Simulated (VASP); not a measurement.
Write the native input for VASP 6.6.1 that does the following.

```yaml
Task: single point
Functional: PBE
Potentials_or_basis: VASP PAW PBE potentials, release 64 (Ta_pv, N)
Cutoff: 520 eV
k_mesh: 18 × 18 × 18
Occupations: gaussian, width 0.15 eV
Spin: no spin polarisation
Dipole_correction: no
Further_INCAR_settings: ALGO = Normal; EDIFF = 1e-06; NBANDS = 15
```

The structure of TaN lies in POSCAR:

```
TaN
1.0
    0.0000000000      2.1790000000      2.1790000000
    2.1790000000      0.0000000000      2.1790000000
    2.1790000000      2.1790000000      0.0000000000
Ta N
1 1
Direct
    0.5086048646      0.5086048646      0.4913951354
    0.0000000000      0.0000000000      0.0000000000
```

This cell differs from its parent crystal: all Ta atoms moved +0.037 Å, as atom 1 along Cartesian [0 0 1].

One way to write it, as run:

INCAR

```
ALGO = Normal
EDIFF = 1E-6
ENCUT = 520
GGA = PE
ISIF = 2
ISMEAR = 0
LASPH = True
LCHARG = True
LELF = True
LREAL = False
LVHAR = True
LWAVE = False
NBANDS = 15
NELM = 80
PREC = Accurate
SIGMA = 0.15
```

KPOINTS

```
k-points
0
Gamma
  18 18 18
```

Potentials or basis: VASP PAW PBE potentials, release 64 (Ta_pv, N).

Run with:

```sh
$ cat potpaw_PBE.64/Ta_pv/POTCAR potpaw_PBE.64/N/POTCAR > POTCAR
$ mpirun -np 1 vasp_std > vasp.out
```

It gave:

The pressure is 15.8 GPa, the largest force is 0.342 eV/Å and the band gap on the k mesh is zero (band 8 reaches 11.84 eV, above the bottom of band 9 at 7.73 eV).

Caveat: the cell differs from its parent crystal (all Ta atoms moved +0.037 Å, as atom 1 along Cartesian [0 0 1]); spin-orbit coupling is left out, which moves the levels of the heavy elements.

Wall time 84 s on 1 thread of Intel(R) Xeon(R) Platinum 8259CL CPU @ 2.50GHz (Skylake/Cascade Lake), with other jobs on the host, peak memory 0.26 GiB.
